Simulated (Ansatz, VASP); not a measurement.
**B: VASP beside Ansatz**

```
B
1.0
     4.02264    0.00000    0.00000
     0.00000    4.02264    0.00000
     0.00000    0.00000    1.88943
B
4
Direct
  0.50000 0.21311 0.00000
  0.50000 0.78689 0.00000
  0.78689 0.50000 0.50000
  0.21311 0.50000 0.50000
```

Alike in both runs: functional PBE; k mesh 12 × 12 × 24; occupations gaussian, width 0.1 eV; no spin polarisation.

Ansatz relaxed the structure, and its values are those at the end. VASP's run is a single point on that final structure, the one shown.

```csv
,VASP,Ansatz
version,VASP 6.6.1,Ansatz 0.2.0
potentials or method,"VASP PAW PBE potentials, release 64 (B), cutoff 520 eV","scalar-relativistic, plane waves, PAW"
valence electrons in the cell,12,12
```

|  | VASP | Ansatz | Ansatz less VASP |
| --- | --- | --- | --- |
| gap on the k mesh at the Fermi level (eV) | none | none | - |
| pressure (GPa) | 0.0 | 0.0 | +0.02 |

A gap of «none» marks a metal or a gap that the smearing closes. With one functional, cell and mesh, what is left measures potentials, basis and numerics.
